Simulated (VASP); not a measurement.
# Be (Cmcm) in VASP: a series of runs

Be is run at these levels: PBEsol; tasks: single point.

All numbers are computed with VASP 6.6.1; they aren't measurements. Logs are shortened: lines on timing, memory, paths and dates and some standing lists are left out, and cuts for length are marked.

### Step 1. The cell of the first run

It takes space group Cmcm (No. 63, orthorhombic). The conventional cell has a = 2.300 Å, b = 3.684 Å, c = 3.601 Å, α = 90.00°, β = 90.00°, γ = 90.00°. Be (site symmetry m2m) has 12 Be at 2.17 to 2.30 Å within 2.9 Å.

### Step 2. Single point, PBEsol (strain -0.0750 x Voigt [0, 1, 0, 0, 0, 0])

The input, INCAR:

```
SYSTEM = Be
PREC = Accurate
ENCUT = 520
EDIFF = 1E-6
ISMEAR = 0
SIGMA = 0.15
LREAL = .FALSE.
LASPH = .TRUE.
NELM = 80
ALGO = Fast
ISIF = 2
LWAVE = .FALSE.
LCHARG = .FALSE.
GGA = PS
NBANDS = 9
```

The input, KPOINTS:

```
Automatic mesh
0
G
  24 24 14
  0 0 0
```

The input, POSCAR:

```
Be
1.0
    2.2995019849      0.0000000000      0.0000000000
   -1.1497509925      1.8420700999      0.0000000000
    0.0000000000      0.0000000000      3.6009000000
Be
2
Direct
    0.3333333333      0.6666666667      0.2500000000
    0.6666666667      0.3333333333      0.7500000000
```

Potentials or basis: VASP PAW PBE potentials, release 64 (Be).

Started as:

```sh
$ cat potpaw_PBE.64/Be/POTCAR > POTCAR
$ mpirun -np 1 vasp_std > vasp.out
```

OUTCAR:

```text
SYSTEM = Be
   PREC = Accurate
   ENCUT = 520
   EDIFF = 1E-6
   ISMEAR = 0
   LREAL = .FALSE.
   LASPH = .TRUE.
   NELM = 80
   ISIF = 2
   GGA = PS

 ion  position               nearest neighbor table
   1  0.333  0.667  0.250-   2 2.18   2 2.18   2 2.22   2 2.22   2 2.22   2 2.22
   2  0.667  0.333  0.750-   1 2.18   1 2.18   1 2.22   1 2.22   1 2.22   1 2.22

  Warning from LATTYP: Monoclinic adjustment (A1->A3, A2->A1, A3->A2)!
  LATTYP: Found a base centered orthorhombic cell.
 ALAT       =     2.2995019849
 B/A-ratio  =     1.6021469970
 C/A-ratio  =     1.5659477677

  Lattice vectors:

 A1 = (   1.1497509925,  -1.8420700999,   0.0000000000)
 A2 = (   1.1497509924,   1.8420700999,   0.0000000000)
 A3 = (   0.0000000000,   0.0000000000,   3.6009000000)

Analysis of symmetry for initial positions (statically):
=====================================================================
 Subroutine PRICEL returns:
 Original cell was already a primitive cell.

 Routine SETGRP: Setting up the symmetry group for a
 base centered orthorhombic supercell.

 Subroutine GETGRP returns: Found  8 space group operations
 (whereof  4 operations were pure point group operations)
 out of a pool of  8 trial point group operations.

The static configuration has the point symmetry C_2h.
 The point group associated with its full space group is D_2h.

Analysis of symmetry for dynamics (positions and initial velocities):
=====================================================================
 Subroutine PRICEL returns:
 Original cell was already a primitive cell.

 Routine SETGRP: Setting up the symmetry group for a
 base centered orthorhombic supercell.

 Subroutine GETGRP returns: Found  8 space group operations
 (whereof  4 operations were pure point group operations)
 out of a pool of  8 trial point group operations.

The dynamic configuration has the point symmetry C_2h.
 The point group associated with its full space group is D_2h.

 Subroutine INISYM returns: Found  8 space group operations
 (whereof  4 operations are pure point group operations),
 and found     1 'primitive' translations

----------------------------------------------------------------------------------------

                                     Primitive cell

  volume of cell :      15.2529

  direct lattice vectors                    reciprocal lattice vectors
     2.299501985  0.000000000  0.000000000     0.434876772  0.271433753  0.000000000
    -1.149750993  1.842070100  0.000000000     0.000000000  0.542867505  0.000000000
     0.000000000  0.000000000  3.600900000     0.000000000  0.000000000  0.277708351

  length of vectors
     2.299501985  2.171439522  3.600900000     0.512634459  0.542867505  0.277708351

  position of ions in fractional coordinates (direct lattice)
     0.333333333  0.666666667  0.250000000
     0.666666667  0.333333333  0.750000000

  ion indices of the primitive-cell ions
   primitive index   ion index
                 1           1
                 2           2

----------------------------------------------------------------------------------------

 KPOINTS: Automatic mesh

Automatic generation of k-mesh.
 Grid dimensions read from file:
 generate k-points for:   24   24   14

 Generating k-lattice:

  Cartesian coordinates                     Fractional coordinates (reciprocal lattice)
     0.018119865  0.011309740  0.000000000     0.041666667  0.000000000  0.000000000
     0.000000000  0.022619479  0.000000000     0.000000000  0.041666667  0.000000000
     0.000000000  0.000000000  0.019836311     0.000000000  0.000000000  0.071428571

  Length of vectors
     0.021359769  0.022619479  0.019836311

  Shift w.r.t. Gamma in fractional coordinates (k-lattice)
     0.000000000  0.000000000  0.000000000

 Subroutine IBZKPT returns following result:
 ===========================================

 Found   1256 irreducible k-points:

 Following reciprocal coordinates:
            Coordinates               Weight
  0.000000  0.000000  0.000000      1.000000
  0.041667  0.000000  0.000000      4.000000
  0.083333 -0.000000  0.000000      4.000000
  0.125000 -0.000000  0.000000      4.000000
  0.166667  0.000000  0.000000      4.000000
  0.208333 -0.000000  0.000000      4.000000
[... 16 lines left out ...]
  0.375000  0.041667  0.000000      4.000000
  0.416667  0.041667  0.000000      4.000000
 [... further k-points ...]
   k-points           NKPTS =   1256   k-points in BZ     NKDIM =   1256   number of bands    NBANDS=      9
   number of dos      NEDOS =    301   number of ions     NIONS =      2
   total plane-waves  NPLWV =   8064
   dimension x,y,z NGX =    18 NGY =   16 NGZ =   28
   dimension x,y,z NGXF=    36 NGYF=   32 NGZF=   56
   ions per type =               2
   NGX,Y,Z   is equivalent  to a cutoff of  13.01, 12.25, 12.93 a.u.
   NGXF,Y,Z  is equivalent  to a cutoff of  26.03, 24.50, 25.85 a.u.
 SYSTEM =  Be
   PREC   = accura    normal or accurate (medium, high low for compatibility)
   ISTART =      0    job   : 0-new  1-cont  2-samecut
   ICHARG =      2    charge: 1-file 2-atom 10-const
   ISPIN  =      1    spin polarized calculation?
   LNONCOLLINEAR =      F non collinear calculations
   LSORBIT =      F    spin-orbit coupling
   LASPH  =      T    aspherical Exc in radial PAW
   ENCUT  =  520.0 eV  38.22 Ry    6.18 a.u.   4.28  4.04  6.70*2*pi/ulx,y,z
   NELM   =     80;   NELMIN=  2; NELMDL= -5     # of ELM steps
   EDIFF  = 0.1E-05   stopping-criterion for ELM
   LREAL  =      F    real-space projection
   EDIFFG = 0.1E-04   stopping-criterion for IOM
   NSW    =      0    number of steps for IOM
   IBRION =     -1    ionic relax: 0-MD 1-quasi-New 2-CG
   NFREE  =      0    steps in history (QN), initial steepest desc. (CG)
   ISIF   =      2    stress and relaxation
   ISYM   =      2    0-nonsym 1-usesym 2-fastsym
   POTIM  = 0.5000    time-step for ionic-motion
   TEBEG  =    0.0;   TEEND  =   0.0 temperature during run
   PSTRESS=    0.0 pullay stress
   NELECT =       4.0000    total number of electrons
   NUPDOWN=      -1.0000    fix difference up-down
   EMIN   =  10.00;   EMAX   =-10.00  energy-range for DOS
   EFERMI =   0.00;   METHOD = LEGACY
   ISMEAR =     0;   SIGMA  =   0.15  broadening in eV -4-tet -1-fermi 0-gaus
   EFERMI_NEDOS =   21; number of points for ismear=-14 and -15
   IALGO  =     68    algorithm
   IMIX   =      4    mixing-type and parameters
     AMIX     =   0.40;   BMIX     =  1.00
     AMIX_MAG =   1.60;   BMIX_MAG =  1.00
  volume/ion in A,a.u.               =       7.63        51.47
  Fermi-wavevector in a.u.,A,eV,Ry     =   1.047879  1.980204 14.939884  1.098051
  Thomas-Fermi vector in A             =   2.182778
   LORBIT       =      0    0 simple, 1 ext, 2 COOP (PROOUT), +10 PAW based schemes
   GGA     = PS    functional components
   LHFCALC =     F    Hartree Fock is set to
   AEXX    =    0.0000 exact exchange contribution
   IVDW    =     0    specifies the selected vdW correction
   LEPSILON=     F    determine dielectric tensor
   LRPA    =     F    only Hartree local field effects (RPA)
 non-spin polarized calculation
 RMM-DIIS sequential band-by-band and
 Gauss-broadening in eV      SIGMA  =   0.15
  energy-cutoff  :      520.00
  volume of cell :       15.25
 maximum number of plane-waves:       426
 NGX is ok and might be reduce to    18
   NGX =  9   NGY =  9   NGZ = 13

 number of electron       4.0000000 magnetization

 Free energy of the ion-electron system (eV)
  ---------------------------------------------------
  ext. energy  EPLUGINS =         0.00000000
  ---------------------------------------------------
  free energy    TOTEN  =        -7.93294071 eV

  energy without entropy =       -7.93152094  energy(sigma->0) =       -7.93223083

 E-fermi :   7.5013     XC(G=0): -10.7271

 val. band max:        7.4972950474   @ k =   0.2917   0.0833   0.0000
 cond. band min:       7.5029004499   @ k =   0.3750   0.2917   0.2143
 fundamental gap:      0.0056054026
 Fermi energy:         7.5012791730

 k-point     1 :       0.0000    0.0000    0.0000
  band No.  band energies     occupation
      1      -4.2278      2.00000
      2       2.4074      2.00000
      3       7.9986      0.00000
      4      23.5688      0.00000
      5      25.0736      0.00000
      6      26.2629      0.00000
      7      27.8650      0.00000
      8      27.9643      0.00000
      9      35.3809      0.00000

 k-point     2 :       0.0417    0.0000    0.0000
  band No.  band energies     occupation
      1      -4.1781      2.00000
      2       2.4737      2.00000
      3       8.0135      0.00000
      4      23.1766      0.00000
      5      24.4465      0.00000
      6      26.6662      0.00000
      7      27.8464      0.00000
      8      27.8985      0.00000
      9      34.5635      0.00000

 k-point     3 :       0.0833   -0.0000    0.0000
  band No.  band energies     occupation
      1      -4.0291      2.00000
      2       2.6723      2.00000
      3       8.0565      0.00000
      4      21.9794      0.00000
      5      23.5988      0.00000
      6      26.9398      0.00000
      7      27.6680      0.00000
      8      27.8386      0.00000
      9      33.2139      0.00000

 k-point     4 :       0.1250   -0.0000    0.0000
  band No.  band energies     occupation
      1      -3.7805      2.00000
      2       3.0031      2.00000
      3       8.1212      0.00000
      4      20.3279      0.00000
      5      22.8060      0.00000
      6      26.6995      0.00000
      7      27.1699      0.00000
      8      27.8406      0.00000
      9      31.7731      0.00000
[... 205 lines left out ...]
 k-point    22 :       0.3333    0.0417    0.0000
  band No.  band energies     occupation
      1      -0.5672      2.00000
      2       7.0176      1.99999
      3       7.2392      1.98651
      4      13.2063      0.00000
      5      18.3278      0.00000
      6      18.9382      0.00000
      7      20.3190      0.00000
      8      26.1822      0.00000
      9      29.1973      0.00000

 k-point    23 :       0.3750    0.0417    0.0000
  band No.  band energies     occupation
      1       0.2977      2.00000
      2       6.0472      2.00000
      3       8.3660      0.00000
      4      13.1666      0.00000
      5      16.5332      0.00000
      6      18.1064      0.00000
      7      19.6163      0.00000
      8      25.8933      0.00000
      9      29.2370      0.00000

 k-point    24 :       0.4167    0.0417    0.0000
  band No.  band energies     occupation
      1       1.2011      2.00000
      2       4.9969      2.00000
      3       9.5317      0.00000
      4      13.3659      0.00000
      5      14.9165      0.00000
      6      17.2609      0.00000
      7      19.2680      0.00000
      8      25.6852      0.00000
      9      29.2945      0.00000

 [... further k-points ...]

------------------------ aborting loop because EDIFF is reached ----------------------------------------

  FORCE on cell =-STRESS in cart. coord.  units (eV):
  Direction    XX          YY          ZZ          XY          YZ          ZX
  --------------------------------------------------------------------------------------
  -------------------------------------------------------------------------------------
  Total       -0.3853549      1.9855003     -0.4111965     -0.0000000      0.0000000      0.0000000
  in kB      -40.4781323    208.5592834    -43.1925630     -0.0000000      0.0000000      0.0000000
  external PRESSURE =      41.6295294 kB  Pullay stress =       0.0000000 kB

 VOLUME and BASIS-vectors are now :
 -----------------------------------------------------------------------------
  energy-cutoff  :      520.00
  volume of cell :       15.25
      direct lattice vectors                 reciprocal lattice vectors
     2.299501985  0.000000000  0.000000000     0.434876772  0.271433753  0.000000000
    -1.149750993  1.842070100  0.000000000     0.000000000  0.542867505  0.000000000
     0.000000000  0.000000000  3.600900000     0.000000000  0.000000000  0.277708351

 POSITION                                       TOTAL-FORCE (eV/Angst)
 -----------------------------------------------------------------------------------
     -0.00000      1.22805      0.90023         0.000000     -0.211209     -0.000000
      1.14975      0.61402      2.70068        -0.000000      0.211209      0.000000
 -----------------------------------------------------------------------------------
    total drift:                               -0.000000      0.000000     -0.000000

  FREE ENERGIE OF THE ION-ELECTRON SYSTEM (eV)
  ---------------------------------------------------
  free  energy   TOTEN  =        -7.9329407104 eV

  energy  without entropy=       -7.9315209446  energy(sigma->0) =       -7.93223083
```

Wall time 1.8 min (1 thread of Intel Xeon Platinum 8488C (Sapphire Rapids), shared host); peak memory 0.24 GiB.

What came out:

* Free energy: -7.9329 eV
* Pressure: 4.2 GPa
* Largest force: 0.211 eV/Å
* Band gap on the k mesh: zero (bands 2 and 3 overlap by 1.77 eV)

Forces on the atoms (eV/Å):
```
Be   0.000 -0.211  0.000
Be   0.000  0.211  0.000
```

Caveat: the cell differs from its parent crystal (strain -0.0750 x Voigt [0, 1, 0, 0, 0, 0]); the stress differs along the axes, from -4 to 21 GPa; the PAW data sets were made with another functional, which shifts forces and pressure a little.

(Part 1 of 2 ends here.)

The gap in the log of VASP goes by the Fermi energy; the results here count the filled bands.